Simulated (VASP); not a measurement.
# Cr (P6/mmm) in VASP: further runs

Runs on Cr. Level: PBE. Tasks: single point, relaxation of cell and atoms.

Everything below comes from runs of VASP 6.6.1. Logs are shortened: lines on timing, memory, paths and dates and some standing lists are left out, and cuts for length are marked.

### Step 1. The cell of the first run

The structure is hexagonal, space group P6/mmm (No. 191). The conventional cell has a = 4.234 Å, b = 4.234 Å, c = 2.288 Å, α = 90.00°, β = 90.00°, γ = 120.00°. Within 3.0 Å of Cr (site symmetry 6/mmm) lie 14 Cr at 2.29 to 2.70 Å. Within 3.0 Å of Cr (site symmetry -6m2) lie 11 Cr at 2.29 to 2.70 Å.

### Step 2. Single point, PBE

INCAR

```
ALGO = Normal ; EDIFF = 1E-6
ENCUT = 520 ; GGA = PE
ISIF = 2 ; ISMEAR = 0
LASPH = T ; LCHARG = F
LREAL = F ; LWAVE = F
NBANDS = 25 ; NELM = 100
PREC = Accurate ; SIGMA = 0.1
```

KPOINTS

```
k-points
0
Gamma
  12 12 18
```

POSCAR

```
Cr
1.0
    4.2341563064      0.0000000000      0.0000000000
   -2.1170781532      3.6668869249      0.0000000000
    0.0000000000      0.0000000000      2.2877364194
Cr
3
Direct
    0.0000000000      0.0000000000      0.0000000000
    0.3333333333      0.6666666667      0.5000000000
    0.6666666667      0.3333333333      0.5000000000
```

Potentials or basis: VASP PAW PBE potentials, release 64 (Cr_pv).

Command:

```bash
> cat potpaw_PBE.64/Cr_pv/POTCAR > POTCAR
> mpirun -np 1 vasp_std > vasp.out
```

OUTCAR:

```text
EDIFF = 1E-6
   ENCUT = 520
   GGA = PE
   ISIF = 2
   ISMEAR = 0
   LASPH = T
   LREAL = F
   NELM = 100
   PREC = Accurate

 ion  position               nearest neighbor table
   1  0.000  0.000  0.000-   2 2.70   3 2.70   2 2.70   3 2.70   2 2.70   2 2.70   3 2.70   3 2.70
                             3 2.70   3 2.70   2 2.70   2 2.70
   2  0.333  0.667  0.500-   3 2.44   3 2.44   3 2.44   1 2.70   1 2.70   1 2.70   1 2.70   1 2.70
                             1 2.70
   3  0.667  0.333  0.500-   2 2.44   2 2.44   2 2.44   1 2.70   1 2.70   1 2.70   1 2.70   1 2.70
                             1 2.70

  LATTYP: Found a hexagonal cell.
 ALAT       =     4.2341563064
 C/A-ratio  =     0.5403051408

  Lattice vectors:

 A1 = (   4.2341563064,   0.0000000000,   0.0000000000)
 A2 = (  -2.1170781532,   3.6668869249,   0.0000000000)
 A3 = (   0.0000000000,   0.0000000000,   2.2877364194)

Analysis of symmetry for initial positions (statically):
=====================================================================
 Subroutine PRICEL returns:
 Original cell was already a primitive cell.

 Routine SETGRP: Setting up the symmetry group for a
 hexagonal supercell.

 Subroutine GETGRP returns: Found 24 space group operations
 (whereof 24 operations were pure point group operations)
 out of a pool of 24 trial point group operations.

The static configuration has the point symmetry D_6h.

Analysis of symmetry for dynamics (positions and initial velocities):
=====================================================================
 Subroutine PRICEL returns:
 Original cell was already a primitive cell.

 Routine SETGRP: Setting up the symmetry group for a
 hexagonal supercell.

 Subroutine GETGRP returns: Found 24 space group operations
 (whereof 24 operations were pure point group operations)
 out of a pool of 24 trial point group operations.

The dynamic configuration has the point symmetry D_6h.

 Subroutine INISYM returns: Found 24 space group operations
 (whereof 24 operations are pure point group operations),
 and found     1 'primitive' translations

----------------------------------------------------------------------------------------

                                     Primitive cell

  volume of cell :      35.5198

  direct lattice vectors                    reciprocal lattice vectors
     4.234156306  0.000000000  0.000000000     0.236174559  0.136355445  0.000000000
    -2.117078153  3.666886925  0.000000000     0.000000000  0.272710891  0.000000000
     0.000000000  0.000000000  2.287736419     0.000000000  0.000000000  0.437113293

  length of vectors
     4.234156306  4.234156306  2.287736419     0.272710891  0.272710891  0.437113293

  position of ions in fractional coordinates (direct lattice)
     0.000000000  0.000000000  0.000000000
     0.333333333  0.666666667  0.500000000
     0.666666667  0.333333333  0.500000000

  ion indices of the primitive-cell ions
   primitive index   ion index
                 1           1
                 2           2
                 3           3

----------------------------------------------------------------------------------------

 KPOINTS: k-points

Automatic generation of k-mesh.
 Grid dimensions read from file:
 generate k-points for:   12   12   18

 Generating k-lattice:

  Cartesian coordinates                     Fractional coordinates (reciprocal lattice)
     0.019681213  0.011362954  0.000000000     0.083333333  0.000000000  0.000000000
     0.000000000  0.022725908  0.000000000     0.000000000  0.083333333  0.000000000
     0.000000000  0.000000000  0.024284072     0.000000000  0.000000000  0.055555556

  Length of vectors
     0.022725908  0.022725908  0.024284072

  Shift w.r.t. Gamma in fractional coordinates (k-lattice)
     0.000000000  0.000000000  0.000000000

 Subroutine IBZKPT returns following result:
 ===========================================

 Found    190 irreducible k-points:

 Following reciprocal coordinates:
            Coordinates               Weight
  0.000000  0.000000  0.000000      1.000000
  0.083333  0.000000  0.000000      6.000000
  0.166667 -0.000000  0.000000      6.000000
  0.250000 -0.000000  0.000000      6.000000
  0.333333  0.000000  0.000000      6.000000
  0.416667  0.000000  0.000000      6.000000
[... 16 lines left out ...]
  0.250000 -0.000000  0.055556     12.000000
  0.333333  0.000000  0.055556     12.000000
 [... further k-points ...]
   k-points           NKPTS =    190   k-points in BZ     NKDIM =    190   number of bands    NBANDS=     25
   number of dos      NEDOS =    301   number of ions     NIONS =      3
   total plane-waves  NPLWV =  18432
   dimension x,y,z NGX =    32 NGY =   32 NGZ =   18
   dimension x,y,z NGXF=    64 NGYF=   64 NGZF=   36
   ions per type =               3
   NGX,Y,Z   is equivalent  to a cutoff of  12.56, 12.56, 13.08 a.u.
   NGXF,Y,Z  is equivalent  to a cutoff of  25.13, 25.13, 26.16 a.u.
 SYSTEM =  unknown system
   PREC   = accura    normal or accurate (medium, high low for compatibility)
   ISTART =      0    job   : 0-new  1-cont  2-samecut
   ICHARG =      2    charge: 1-file 2-atom 10-const
   ISPIN  =      1    spin polarized calculation?
   LNONCOLLINEAR =      F non collinear calculations
   LSORBIT =      F    spin-orbit coupling
   LASPH  =      T    aspherical Exc in radial PAW
   ENCUT  =  520.0 eV  38.22 Ry    6.18 a.u.   7.87  7.87  4.25*2*pi/ulx,y,z
   NELM   =    100;   NELMIN=  2; NELMDL= -5     # of ELM steps
   EDIFF  = 0.1E-05   stopping-criterion for ELM
   LREAL  =      F    real-space projection
   EDIFFG = 0.1E-04   stopping-criterion for IOM
   NSW    =      0    number of steps for IOM
   IBRION =     -1    ionic relax: 0-MD 1-quasi-New 2-CG
   NFREE  =      0    steps in history (QN), initial steepest desc. (CG)
   ISIF   =      2    stress and relaxation
   ISYM   =      2    0-nonsym 1-usesym 2-fastsym
   POTIM  = 0.5000    time-step for ionic-motion
   TEBEG  =    0.0;   TEEND  =   0.0 temperature during run
   PSTRESS=    0.0 pullay stress
   NELECT =      36.0000    total number of electrons
   NUPDOWN=      -1.0000    fix difference up-down
   EMIN   =  10.00;   EMAX   =-10.00  energy-range for DOS
   EFERMI =   0.00;   METHOD = LEGACY
   ISMEAR =     0;   SIGMA  =   0.10  broadening in eV -4-tet -1-fermi 0-gaus
   EFERMI_NEDOS =   21; number of points for ismear=-14 and -15
   IALGO  =     38    algorithm
   IMIX   =      4    mixing-type and parameters
     AMIX     =   0.40;   BMIX     =  1.00
     AMIX_MAG =   1.60;   BMIX_MAG =  1.00
  volume/ion in A,a.u.               =      11.84        79.90
  Fermi-wavevector in a.u.,A,eV,Ry     =   1.644443  3.107547 36.792784  2.704193
  Thomas-Fermi vector in A             =   2.734408
   LORBIT       =      0    0 simple, 1 ext, 2 COOP (PROOUT), +10 PAW based schemes
   GGA     = PE    functional components
   LHFCALC =     F    Hartree Fock is set to
   AEXX    =    0.0000 exact exchange contribution
   IVDW    =     0    specifies the selected vdW correction
   LEPSILON=     F    determine dielectric tensor
   LRPA    =     F    only Hartree local field effects (RPA)
 non-spin polarized calculation
 Gauss-broadening in eV      SIGMA  =   0.10
  energy-cutoff  :      520.00
  volume of cell :       35.52
 maximum number of plane-waves:       975
 NGX is ok and might be reduce to    32
   NGX = 15   NGY = 15   NGZ =  9

 number of electron      35.9999986 magnetization

 Free energy of the ion-electron system (eV)
  ---------------------------------------------------
  ext. energy  EPLUGINS =         0.00000000
  ---------------------------------------------------
  free energy    TOTEN  =       -27.52707123 eV

  energy without entropy =      -27.49668202  energy(sigma->0) =      -27.51187662

 E-fermi :  10.5614     XC(G=0): -13.4985

 val. band max:       10.5605144734   @ k =   0.3333   0.3333   0.4444
 cond. band min:      10.5673859317   @ k =   0.1667  -0.0000   0.5000
 fundamental gap:      0.0068714583
 Fermi energy:        10.5613757599

 k-point     1 :       0.0000    0.0000    0.0000
  band No.  band energies     occupation
      1     -32.5740      2.00000
      2     -32.5740      2.00000
      3     -32.5656      2.00000
      4     -32.5656      2.00000
      5     -32.0230      2.00000
      6     -32.0230      2.00000
[... 17 lines left out ...]
     24      13.1954      0.00000
     25      13.1954      0.00000

 k-point     2 :       0.0833    0.0000    0.0000
  band No.  band energies     occupation
      1     -32.6298      2.00000
      2     -32.6222      2.00000
      3     -32.5072      2.00000
      4     -32.5019      2.00000
      5     -32.0390      2.00000
      6     -32.0254      2.00000
[... 17 lines left out ...]
     24      13.1452      0.00000
     25      13.1867      0.00000

 k-point     3 :       0.1667   -0.0000    0.0000
  band No.  band energies     occupation
      1     -32.6838      2.00000
      2     -32.6512      2.00000
      3     -32.4456      2.00000
      4     -32.4295      2.00000
      5     -32.0838      2.00000
      6     -32.0323      2.00000
[... 17 lines left out ...]
     24      13.0032      0.00000
     25      13.1603      0.00000

 k-point     4 :       0.2500   -0.0000    0.0000
  band No.  band energies     occupation
      1     -32.7293      2.00000
      2     -32.6524      2.00000
      3     -32.3886      2.00000
      4     -32.3684      2.00000
      5     -32.1458      2.00000
      6     -32.0432      2.00000
[... 17 lines left out ...]
     24      12.7943      0.00000
     25      13.1156      0.00000
[... 477 lines left out ...]
 k-point    22 :       0.1667   -0.0000    0.0556
  band No.  band energies     occupation
      1     -32.6769      2.00000
      2     -32.6447      2.00000
      3     -32.4416      2.00000
      4     -32.4259      2.00000
      5     -32.0829      2.00000
      6     -32.0304      2.00000
[... 17 lines left out ...]
     24      12.9179      0.00000
     25      13.0812      0.00000

 k-point    23 :       0.2500   -0.0000    0.0556
  band No.  band energies     occupation
      1     -32.7218      2.00000
      2     -32.6460      2.00000
      3     -32.3854      2.00000
      4     -32.3660      2.00000
      5     -32.1442      2.00000
      6     -32.0409      2.00000
[... 17 lines left out ...]
     24      12.7000      0.00000
     25      13.0301      0.00000

 k-point    24 :       0.3333    0.0000    0.0556
  band No.  band energies     occupation
      1     -32.7558      2.00000
      2     -32.6188      2.00000
      3     -32.3502      2.00000
      4     -32.3381      2.00000
      5     -32.1895      2.00000
      6     -32.0535      2.00000
[... 17 lines left out ...]
     24      12.6178      0.00000
     25      12.9567      0.00000

 [... further k-points ...]
[... 5 lines left out ...]
  --------------------------------------------------------------------------------------
  -------------------------------------------------------------------------------------
  Total       -0.0836705     -0.0836705     -0.0826840      0.0000000      0.0000000      0.0000000
  in kB       -3.7740945     -3.7740945     -3.7295957      0.0000000      0.0000000      0.0000000
  external PRESSURE =      -3.7592615 kB  Pullay stress =       0.0000000 kB

 VOLUME and BASIS-vectors are now :
 -----------------------------------------------------------------------------
  energy-cutoff  :      520.00
  volume of cell :       35.52
      direct lattice vectors                 reciprocal lattice vectors
     4.234156306  0.000000000  0.000000000     0.236174559  0.136355445  0.000000000
    -2.117078153  3.666886925  0.000000000     0.000000000  0.272710891  0.000000000
     0.000000000  0.000000000  2.287736419     0.000000000  0.000000000  0.437113293

 POSITION                                       TOTAL-FORCE (eV/Angst)
 -----------------------------------------------------------------------------------
      0.00000      0.00000      0.00000         0.000000      0.000000      0.000000
     -0.00000      2.44459      1.14387         0.000000     -0.000000     -0.000000
      2.11708      1.22230      1.14387        -0.000000      0.000000      0.000000
 -----------------------------------------------------------------------------------
    total drift:                               -0.000000      0.000000      0.000000

  FREE ENERGIE OF THE ION-ELECTRON SYSTEM (eV)
  ---------------------------------------------------
  free  energy   TOTEN  =       -27.5270712260 eV

  energy  without entropy=      -27.4966820180  energy(sigma->0) =      -27.51187662
```

Wall time 66 s (1 thread of Intel Xeon Platinum 8488C (Sapphire Rapids), shared host); peak memory 0.24 GiB.

What came out:

```yaml
Free_energy: -27.5271 eV
Pressure: -0.4 GPa
Band_gap_on_the_k_mesh: zero (band 18 reaches 10.98 eV, above the bottom of band 19 at 10.24 eV)
```

Caveat: the run has no spin polarisation, though such a crystal can be magnetic. Spin polarisation is off, so any magnetic state and its effect on volume and gap are missing.

### Step 3. Relaxation of cell and atoms, PBE

This run uses another cell than the first one, of 11.81 Å³/atom, 0.998 times its volume.

INCAR

```
PREC     = Accurate       # precision mode
ENCUT    = 600            # plane-wave cutoff, eV
EDIFF    = 1E-6           # SCF threshold, eV
ISMEAR   = 0              # smearing method
SIGMA    = 0.1            # smearing width, eV
LREAL    = F              # projectors in reciprocal space
LASPH    = T              # aspherical terms in the spheres
NELM     = 100            # most SCF steps
ALGO     = Normal         # electronic algorithm
ISIF     = 3              # what is computed and relaxed
LWAVE    = F              # write WAVECAR
LCHARG   = F              # write CHGCAR
GGA      = PE             # functional
IBRION   = 2              # ionic algorithm
NSW      = 100            # ionic steps
EDIFFG   = -0.01          # ionic threshold
```

KPOINTS

```
Automatic mesh
0
Gamma
  12 12 18
```

POSCAR

```
Cr
1.0
    4.2527308765      0.0000000000      0.0000000000
   -2.1263654383      3.6829729745      0.0000000000
    0.0000000000      0.0000000000      2.2629450762
Cr
3
Direct
    0.0000000000      0.0000000000      0.0000000000
    0.3333333333      0.6666666667      0.5000000000
    0.6666666667      0.3333333333      0.5000000000
```

Potentials or basis: VASP PAW PBE potentials, release 64 (Cr_pv).

Command:

```bash
> cat potpaw_PBE.64/Cr_pv/POTCAR > POTCAR
> mpirun -np 1 vasp_std > vasp.out
```

OUTCAR:

```text
PREC = Accurate
   ENCUT = 600
   EDIFF = 1E-6
   ISMEAR = 0
   LREAL = F
   LASPH = T
   NELM = 100
   ISIF = 3
   GGA = PE
   IBRION = 2
   NSW = 100
   EDIFFG = -0.01

 ion  position               nearest neighbor table
   1  0.000  0.000  0.000-   2 2.70   3 2.70   2 2.70   3 2.70   3 2.70   3 2.70   2 2.70   2 2.70
                             3 2.70   3 2.70   2 2.70   2 2.70
   2  0.333  0.667  0.500-   3 2.46   3 2.46   3 2.46   1 2.70   1 2.70   1 2.70   1 2.70   1 2.70
                             1 2.70
   3  0.667  0.333  0.500-   2 2.46   2 2.46   2 2.46   1 2.70   1 2.70   1 2.70   1 2.70   1 2.70
                             1 2.70

  LATTYP: Found a hexagonal cell.
 ALAT       =     4.2527308765
 C/A-ratio  =     0.5321157491

  Lattice vectors:

 A1 = (   4.2527308765,   0.0000000000,   0.0000000000)
 A2 = (  -2.1263654383,   3.6829729745,   0.0000000000)
 A3 = (   0.0000000000,   0.0000000000,   2.2629450762)

Analysis of symmetry for initial positions (statically):
=====================================================================
 Subroutine PRICEL returns:
 Original cell was already a primitive cell.
[... 175 lines left out ...]

------------------------ aborting loop because EDIFF is reached ----------------------------------------

  FORCE on cell =-STRESS in cart. coord.  units (eV):
  Direction    XX          YY          ZZ          XY          YZ          ZX
  --------------------------------------------------------------------------------------
  -------------------------------------------------------------------------------------
  Total       -0.3424367     -0.3424367      0.9349663      0.0000000     -0.0000000     -0.0000000
  in kB      -15.4792675    -15.4792675     42.2635631      0.0000000     -0.0000000     -0.0000000
  external PRESSURE =       3.7683427 kB  Pullay stress =       0.0000000 kB
[... 135 lines left out ...]
--------------------------------------- Ionic step        5  -------------------------------------------

 number of electron      35.9999979 magnetization

 Free energy of the ion-electron system (eV)
  ---------------------------------------------------
  ext. energy  EPLUGINS =         0.00000000
  ---------------------------------------------------
  free energy    TOTEN  =       -27.52662149 eV

  energy without entropy =      -27.49627880  energy(sigma->0) =      -27.51145014

 E-fermi :  10.5821     XC(G=0): -13.5072

 val. band max:       10.5819250026   @ k =   0.3333   0.3333   0.4444
 cond. band min:      10.5879643375   @ k =   0.1667   0.0000   0.5000
 fundamental gap:      0.0060393349
 Fermi energy:        10.5821058408

 k-point     1 :       0.0000    0.0000    0.0000
  band No.  band energies     occupation
      1     -32.5542      2.00000
      2     -32.5542      2.00000
      3     -32.5451      2.00000
      4     -32.5451      2.00000
      5     -32.0002      2.00000
      6     -32.0002      2.00000
[... 589 lines left out ...]
     21      11.6622      0.00000
     22      12.4367      0.00000

 [... further k-points ...]
[... 5 lines left out ...]
  --------------------------------------------------------------------------------------
  -------------------------------------------------------------------------------------
  Total        0.0035060      0.0035060      0.0007242     -0.0000000     -0.0000000      0.0000000
  in kB        0.1583868      0.1583868      0.0327174     -0.0000000     -0.0000000      0.0000000
  external PRESSURE =       0.1164970 kB  Pullay stress =       0.0000000 kB
[... 18 lines left out ...]
  FREE ENERGIE OF THE ION-ELECTRON SYSTEM (eV)
  ---------------------------------------------------
  free  energy   TOTEN  =       -27.5266214860 eV

  energy  without entropy=      -27.4962788031  energy(sigma->0) =      -27.51145014

 reached required accuracy - stopping structural energy minimisation
```

CONTCAR:

```text
Cr
   1.00000000000000
     4.2317669964336355    0.0000000000002840    0.0000000000000000
    -2.1158834982663257    3.6648177218006062   -0.0000000000000000
    -0.0000000000000000   -0.0000000000000000    2.2868336425117639
  Cr
     3
Direct
     0.0000000000000000    0.0000000000000000    0.0000000000000000
     0.3333333332999970    0.6666666667000030    0.5000000000000000
     0.6666666667000030    0.3333333332999970    0.5000000000000000

  0.00000000E+00  0.00000000E+00  0.00000000E+00
  0.00000000E+00  0.00000000E+00  0.00000000E+00
  0.00000000E+00  0.00000000E+00  0.00000000E+00
```

Run time: 5.3 min. Hardware: 1 thread of Intel Xeon Platinum 8488C (Sapphire Rapids), shared host; peak memory 0.27 GiB.

What came out:

* Free energy: -27.5266 eV
* Relaxed volume: 11.82 Å³/atom
* Relaxed cell: a = 4.232 Å, b = 4.232 Å, c = 2.287 Å, α = 90.00°, β = 90.00°, γ = 120.00°
* Space group after relaxing (to 0.05 Å): P6/mmm (No. 191)
* Energy gained by relaxing: 2.2 meV/atom
* Ionic steps: 5
* Pressure after relaxing: 0.0 GPa
* Band gap on the k mesh: zero (band 18 reaches 11.00 eV, above the bottom of band 19 at 10.26 eV)

The path:
```
step  energy change (eV)  largest force (eV/Å)  pressure (GPa)  volume (Å³)
   1              0.0000                0.0000            0.38        35.44
   2             -0.0056                0.0000           -0.79        35.58
   3             -0.0064                0.0000           -0.55        35.54
   4             -0.0063                0.0000            0.73        35.35
   5             -0.0066                0.0000            0.01        35.47
```

Final structure:
```
Cr
1.0
     4.23177    0.00000    0.00000
    -2.11588    3.66482    0.00000
     0.00000    0.00000    2.28683
Cr
3
Cartesian
  0.0000 0.0000 0.0000
  0.0000 2.4432 1.1434
  2.1159 1.2216 1.1434
```

Caveat: the run has no spin polarisation, though such a crystal can be magnetic. Spin polarisation is off, so any magnetic state and its effect on volume and gap are missing.
